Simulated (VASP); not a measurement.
# BN (P6_3mc) in VASP: settings compared

Aim: see how the results for BN move with the level of theory and the settings. Levels: LDA, r2SCAN. Tasks: single point.

All numbers are computed with VASP 6.6.1; they aren't measurements. Logs are shortened: lines on timing, memory, paths and dates and some standing lists are left out, and cuts for length are marked.

### Step 1. The cell of the first run

It takes space group P6_3mc (No. 186, hexagonal). Conventional cell: a = 2.523 Å, b = 2.523 Å, c = 4.175 Å, α = 90.00°, β = 90.00°, γ = 120.00°. B (site symmetry 3m) has 4 N at 1.55 to 1.56 Å within 2.1 Å. N (site symmetry 3m) has 4 B at 1.55 to 1.56 Å within 2.1 Å.

### Step 2. Single point, LDA

INCAR

```
PREC = Accurate ; ENCUT = 1330
EDIFF = 1E-6 ; ISMEAR = -1
SIGMA = 0.02 ; LREAL = False
LASPH = True ; NELM = 120
ALGO = Normal ; ISIF = 2
LWAVE = False ; LCHARG = False
NBANDS = 16 ; GGA_COMPAT = False
```

KPOINTS

```
Automatic mesh
0
Gamma
  12 12 6
```

POSCAR

```
BN
1.0
    2.5232260327      0.0000000000      0.0000000000
   -1.2616130164      2.1851778438      0.0000000000
    0.0000000000      0.0000000000      4.1751709817
B N
2 2
Direct
    0.3333333333      0.6666666667      0.0002997509
    0.6666666667      0.3333333333      0.5002997509
    0.3333333333      0.6666666667      0.3747002491
    0.6666666667      0.3333333333      0.8747002491
```

Potentials or basis: VASP PAW LDA potentials, release 64 (B_h, N_h).

On the command line:

```bash
cat potpaw_LDA.64/B_h/POTCAR potpaw_LDA.64/N_h/POTCAR > POTCAR
mpirun -np 1 vasp_std > vasp.out
```

OUTCAR:

```text
PREC = Accurate
   ENCUT = 1330
   EDIFF = 1E-6
   ISMEAR = -1
   LREAL = False
   LASPH = True
   NELM = 120
   ISIF = 2

 ion  position               nearest neighbor table
   1  0.333  0.667  0.000-
   2  0.667  0.333  0.500-
   3  0.333  0.667  0.375-
   4  0.667  0.333  0.875-

  LATTYP: Found a hexagonal cell.
 ALAT       =     2.5232260327
 C/A-ratio  =     1.6546955872

  Lattice vectors:

 A1 = (   2.5232260327,   0.0000000000,   0.0000000000)
 A2 = (  -1.2616130164,   2.1851778438,   0.0000000000)
 A3 = (   0.0000000000,   0.0000000000,   4.1751709817)

Analysis of symmetry for initial positions (statically):
=====================================================================
 Subroutine PRICEL returns:
 Original cell was already a primitive cell.

 Routine SETGRP: Setting up the symmetry group for a
 hexagonal supercell.

 Subroutine GETGRP returns: Found 12 space group operations
 (whereof  6 operations were pure point group operations)
 out of a pool of 24 trial point group operations.

The static configuration has the point symmetry C_3v.
 The point group associated with its full space group is C_6v.

Analysis of symmetry for dynamics (positions and initial velocities):
=====================================================================
 Subroutine PRICEL returns:
 Original cell was already a primitive cell.

 Routine SETGRP: Setting up the symmetry group for a
 hexagonal supercell.

 Subroutine GETGRP returns: Found 12 space group operations
 (whereof  6 operations were pure point group operations)
 out of a pool of 24 trial point group operations.

The dynamic configuration has the point symmetry C_3v.
 The point group associated with its full space group is C_6v.

 Subroutine INISYM returns: Found 12 space group operations
 (whereof  6 operations are pure point group operations),
 and found     1 'primitive' translations

----------------------------------------------------------------------------------------

                                     Primitive cell

  volume of cell :      23.0206

  direct lattice vectors                    reciprocal lattice vectors
     2.523226033  0.000000000  0.000000000     0.396318042  0.228814328  0.000000000
    -1.261613016  2.185177844  0.000000000     0.000000000  0.457628656  0.000000000
     0.000000000  0.000000000  4.175170982     0.000000000  0.000000000  0.239511149

  length of vectors
     2.523226033  2.523226033  4.175170982     0.457628656  0.457628656  0.239511149

  position of ions in fractional coordinates (direct lattice)
     0.333333333  0.666666667  0.000299751
     0.666666667  0.333333333  0.500299751
     0.333333333  0.666666667  0.374700249
     0.666666667  0.333333333  0.874700249

  ion indices of the primitive-cell ions
   primitive index   ion index
                 1           1
                 2           2
                 3           3
                 4           4

----------------------------------------------------------------------------------------

 KPOINTS: Automatic mesh

Automatic generation of k-mesh.
 Grid dimensions read from file:
 generate k-points for:   12   12    6

 Generating k-lattice:

  Cartesian coordinates                     Fractional coordinates (reciprocal lattice)
     0.033026503  0.019067861  0.000000000     0.083333333  0.000000000  0.000000000
     0.000000000  0.038135721  0.000000000     0.000000000  0.083333333  0.000000000
     0.000000000  0.000000000  0.039918525     0.000000000  0.000000000  0.166666667

  Length of vectors
     0.038135721  0.038135721  0.039918525

  Shift w.r.t. Gamma in fractional coordinates (k-lattice)
     0.000000000  0.000000000  0.000000000

 Subroutine IBZKPT returns following result:
 ===========================================

 Found     76 irreducible k-points:

 Following reciprocal coordinates:
            Coordinates               Weight
  0.000000  0.000000  0.000000      1.000000
  0.083333  0.000000  0.000000      6.000000
  0.166667  0.000000  0.000000      6.000000
  0.250000  0.000000  0.000000      6.000000
  0.333333  0.000000  0.000000      6.000000
  0.416667  0.000000  0.000000      6.000000
[... 16 lines left out ...]
  0.250000  0.000000  0.166667     12.000000
  0.333333  0.000000  0.166667     12.000000
 [... further k-points ...]
   k-points           NKPTS =     76   k-points in BZ     NKDIM =     76   number of bands    NBANDS=     16
   number of dos      NEDOS =    301   number of ions     NIONS =      4
   total plane-waves  NPLWV =  45000
   dimension x,y,z NGX =    30 NGY =   30 NGZ =   50
   dimension x,y,z NGXF=    60 NGYF=   60 NGZF=  100
   ions per type =               2   2
   NGX,Y,Z   is equivalent  to a cutoff of  19.77, 19.77, 19.91 a.u.
   NGXF,Y,Z  is equivalent  to a cutoff of  39.53, 39.53, 39.82 a.u.
 SYSTEM =  unknown system
   PREC   = accura    normal or accurate (medium, high low for compatibility)
   ISTART =      0    job   : 0-new  1-cont  2-samecut
   ICHARG =      2    charge: 1-file 2-atom 10-const
   ISPIN  =      1    spin polarized calculation?
   LNONCOLLINEAR =      F non collinear calculations
   LSORBIT =      F    spin-orbit coupling
   LASPH  =      T    aspherical Exc in radial PAW
   ENCUT  = 1330.0 eV  97.75 Ry    9.89 a.u.   7.50  7.50 12.42*2*pi/ulx,y,z
   NELM   =    120;   NELMIN=  2; NELMDL= -5     # of ELM steps
   EDIFF  = 0.1E-05   stopping-criterion for ELM
   LREAL  =      F    real-space projection
   EDIFFG = 0.1E-04   stopping-criterion for IOM
   NSW    =      0    number of steps for IOM
   IBRION =     -1    ionic relax: 0-MD 1-quasi-New 2-CG
   NFREE  =      0    steps in history (QN), initial steepest desc. (CG)
   ISIF   =      2    stress and relaxation
   ISYM   =      2    0-nonsym 1-usesym 2-fastsym
   POTIM  = 0.5000    time-step for ionic-motion
   TEBEG  =    0.0;   TEEND  =   0.0 temperature during run
   PSTRESS=    0.0 pullay stress
   NELECT =      16.0000    total number of electrons
   NUPDOWN=      -1.0000    fix difference up-down
   EMIN   =  10.00;   EMAX   =-10.00  energy-range for DOS
   EFERMI =   0.00;   METHOD = LEGACY
   ISMEAR =    -1;   SIGMA  =   0.02  broadening in eV -4-tet -1-fermi 0-gaus
   EFERMI_NEDOS =   21; number of points for ismear=-14 and -15
   IALGO  =     38    algorithm
   IMIX   =      4    mixing-type and parameters
     AMIX     =   0.40;   BMIX     =  1.00
     AMIX_MAG =   1.60;   BMIX_MAG =  1.00
  volume/ion in A,a.u.               =       5.76        38.84
  Fermi-wavevector in a.u.,A,eV,Ry     =   1.450137  2.740362 28.611662  2.102898
  Thomas-Fermi vector in A             =   2.567784
   LORBIT       =      0    0 simple, 1 ext, 2 COOP (PROOUT), +10 PAW based schemes
   GGA     = CA    functional components
   LHFCALC =     F    Hartree Fock is set to
   AEXX    =    0.0000 exact exchange contribution
   IVDW    =     0    specifies the selected vdW correction
   LEPSILON=     F    determine dielectric tensor
   LRPA    =     F    only Hartree local field effects (RPA)
 non-spin polarized calculation
  energy-cutoff  :     1330.00
  volume of cell :       23.02
 maximum number of plane-waves:      2567
 NGX is ok and might be reduce to    30
   NGX = 15   NGY = 15   NGZ = 25

 number of electron      16.0000000 magnetization

 Free energy of the ion-electron system (eV)
  ---------------------------------------------------
  ext. energy  EPLUGINS =         0.00000000
  ---------------------------------------------------
  free energy    TOTEN  =       -38.77027142 eV

  energy without entropy =      -38.77027142  energy(sigma->0) =      -38.77027142

 E-fermi :   9.8006     XC(G=0): -13.3860

 val. band max:        9.3832012973   @ k =   0.0000   0.0000   0.0000
 cond. band min:      14.2917493824   @ k =   0.3333   0.3333   0.0000
 fundamental gap:      4.9085480851
 Fermi energy:         9.8005943732

 k-point     1 :       0.0000    0.0000    0.0000
  band No.  band energies     occupation
      1     -11.1705      2.00000
      2      -6.8327      2.00000
      3      -1.8197      2.00000
      4       7.1948      2.00000
      5       7.1948      2.00000
      6       9.0868      2.00000
[... 8 lines left out ...]
     15      21.3487      0.00000
     16      25.6844      0.00000

 k-point     2 :       0.0833    0.0000    0.0000
  band No.  band energies     occupation
      1     -11.0156      2.00000
      2      -6.7123      2.00000
      3      -1.6672      2.00000
      4       6.4981      2.00000
      5       6.9010      2.00000
      6       8.8095      2.00000
[... 8 lines left out ...]
     15      21.8002      0.00000
     16      25.4447      0.00000

 k-point     3 :       0.1667    0.0000    0.0000
  band No.  band energies     occupation
      1     -10.5552      2.00000
      2      -6.3670      2.00000
      3      -1.2156      2.00000
      4       4.8132      2.00000
      5       6.2139      2.00000
      6       7.3941      2.00000
[... 8 lines left out ...]
     15      22.9724      0.00000
     16      24.7405      0.00000

 k-point     4 :       0.2500    0.0000    0.0000
  band No.  band energies     occupation
      1      -9.8051      2.00000
      2      -5.8592      2.00000
      3      -0.4865      2.00000
      4       2.8064      2.00000
      5       5.4475      2.00000
      6       5.6098      2.00000
[... 8 lines left out ...]
     15      24.4847      0.00000
     16      24.9922      0.00000
[... 324 lines left out ...]
 k-point    22 :       0.1667    0.0000    0.1667
  band No.  band energies     occupation
      1     -10.3881      2.00000
      2      -6.9431      2.00000
      3      -0.3696      2.00000
      4       4.9596      2.00000
      5       6.3491      2.00000
      6       6.9516      2.00000
[... 8 lines left out ...]
     15      22.6486      0.00000
     16      24.7963      0.00000

 k-point    23 :       0.2500    0.0000    0.1667
  band No.  band energies     occupation
      1      -9.6428      2.00000
      2      -6.3729      2.00000
      3       0.2136      2.00000
      4       3.0221      2.00000
      5       5.1658      2.00000
      6       5.5902      2.00000
[... 8 lines left out ...]
     15      24.1409      0.00000
     16      25.0930      0.00000

 k-point    24 :       0.3333    0.0000    0.1667
  band No.  band energies     occupation
      1      -8.6509      2.00000
      2      -5.7533      2.00000
      3       0.3688      2.00000
      4       1.8491      2.00000
      5       3.3439      2.00000
      6       4.9515      2.00000
[... 8 lines left out ...]
     15      25.5522      0.00000
     16      25.9237      0.00000

 [... further k-points ...]

------------------------ aborting loop because EDIFF is reached ----------------------------------------

  FORCE on cell =-STRESS in cart. coord.  units (eV):
  Direction    XX          YY          ZZ          XY          YZ          ZX
  --------------------------------------------------------------------------------------
  -------------------------------------------------------------------------------------
  Total        0.0909978      0.0909978      0.0890853     -0.0000000      0.0000000      0.0000000
  in kB        6.3332151      6.3332151      6.2001129     -0.0000000      0.0000000      0.0000000
  external PRESSURE =       6.2888477 kB  Pullay stress =       0.0000000 kB

 VOLUME and BASIS-vectors are now :
 -----------------------------------------------------------------------------
  energy-cutoff  :     1330.00
  volume of cell :       23.02
      direct lattice vectors                 reciprocal lattice vectors
     2.523226033  0.000000000  0.000000000     0.396318042  0.228814328  0.000000000
    -1.261613016  2.185177844  0.000000000     0.000000000  0.457628656  0.000000000
     0.000000000  0.000000000  4.175170982     0.000000000  0.000000000  0.239511149

 POSITION                                       TOTAL-FORCE (eV/Angst)
 -----------------------------------------------------------------------------------
     -0.00000      1.45679      0.00125         0.000000      0.000000      0.002004
      1.26161      0.72839      2.08884        -0.000000      0.000000      0.002004
     -0.00000      1.45679      1.56444        -0.000000      0.000000     -0.002004
      1.26161      0.72839      3.65202         0.000000     -0.000000     -0.002004
 -----------------------------------------------------------------------------------
    total drift:                               -0.000000      0.000000     -0.000876

  FREE ENERGIE OF THE ION-ELECTRON SYSTEM (eV)
  ---------------------------------------------------
  free  energy   TOTEN  =       -38.7702714168 eV

  energy  without entropy=      -38.7702714168  energy(sigma->0) =      -38.77027142
```

It took 41 s on 1 thread of AMD EPYC 9R45 (Zen 5), shared host; peak memory 0.19 GiB.

What came out:

| Item | Value |
| --- | --- |
| Free energy | -38.7703 eV |
| Pressure | 0.6 GPa |
| Band gap on the k mesh | 4.91 eV (least direct gap 8.28 eV) |

Forces in eV/Å, atoms in the order of the input:
```
B    0.000  0.000  0.002
B    0.000  0.000  0.002
N    0.000  0.000 -0.002
N    0.000  0.000 -0.002
```

Caveat: the structure was generated, so it needn't be the stable form of BN.

### Step 3. Single point, r2SCAN

This run uses another cell than the first one, of 5.90 Å³/atom.

POSCAR

```
BN
1.0
    2.5439500113      0.0000000000      0.0000000000
   -1.2719750056      2.2031253357      0.0000000000
    0.0000000000      0.0000000000      4.2078152881
B N
2 2
Direct
    0.3333333333      0.6666666667      0.0002034636
    0.6666666667      0.3333333333      0.5002034636
    0.3333333333      0.6666666667      0.3747965364
    0.6666666667      0.3333333333      0.8747965364
```

INCAR.step1

```
ALGO     = Normal         # electronic algorithm
EDIFF    = 1E-5           # SCF threshold, eV
ENCUT    = 1460           # plane-wave cutoff, eV
GGA      = PE             # functional
GGA_COMPAT= F            
ISMEAR   = -1             # smearing method
LASPH    = T              # aspherical terms in the spheres
LCHARG   = F              # write CHGCAR
LREAL    = F              # projectors in reciprocal space
LWAVE    = T              # write WAVECAR
NBANDS   = 16             # bands
NELM     = 120            # most SCF steps
PREC     = Accurate       # precision mode
SIGMA    = 0.02           # smearing width, eV
```

INCAR.step2

```
ALGO     = Normal         # electronic algorithm
EDIFF    = 1E-6           # SCF threshold, eV
ENCUT    = 1460           # plane-wave cutoff, eV
GGA_COMPAT= F            
ISIF     = 2              # what is computed and relaxed
ISMEAR   = -1             # smearing method
ISTART   = 1            
LASPH    = T              # aspherical terms in the spheres
LCHARG   = F              # write CHGCAR
LMIXTAU  = T            
LREAL    = F              # projectors in reciprocal space
LWAVE    = F              # write WAVECAR
METAGGA  = R2SCAN         # meta-GGA
NBANDS   = 16             # bands
NELM     = 120            # most SCF steps
PREC     = Accurate       # precision mode
SIGMA    = 0.02           # smearing width, eV
```

KPOINTS

```
k-points
0
Gamma
  12 12 6
```

Potentials or basis: VASP PAW PBE potentials, release 64 (B_h, N_h).

On the command line:

```bash
cat potpaw_PBE.64/B_h/POTCAR potpaw_PBE.64/N_h/POTCAR > POTCAR
cp INCAR.step1 INCAR
mpirun -np 1 vasp_std > vasp.out
cp INCAR.step2 INCAR
mpirun -np 1 vasp_std > vasp.out
```

Run time: 4.2 min. Hardware: 1 thread of Intel Xeon Platinum 8259CL at 2.50GHz (Skylake/Cascade Lake), shared host; peak memory 0.3 GiB.

The run converged. Its results:

```
Free energy            : -38.3300 eV
Pressure               : -0.5 GPa
Band gap on the k mesh : 5.74 eV (least direct gap 9.00 eV)
```

Levels at points of the mesh, in eV from the valence-band top:
```csv
k point,band 5,band 6,band 7,band 8,band 9,band 10,band 11,band 12
"(0.00, 0.00, 0.00)",-2.21,-0.27,0.00,0.00,9.10,9.10,9.33,10.22
"(0.50, 0.00, 0.00)",-7.20,-5.18,-4.53,-2.19,7.31,8.61,11.40,12.23
"(0.00, 0.00, 0.50)",-1.22,-1.22,-1.22,-1.22,10.25,10.25,10.71,10.71
"(0.50, 0.00, 0.50)",-3.92,-3.92,-3.72,-3.72,7.21,7.21,10.72,10.72
```

Caveat: the structure was generated, so it needn't be the stable form of BN; the PAW data sets were made with another functional, which shifts forces and pressure a little.
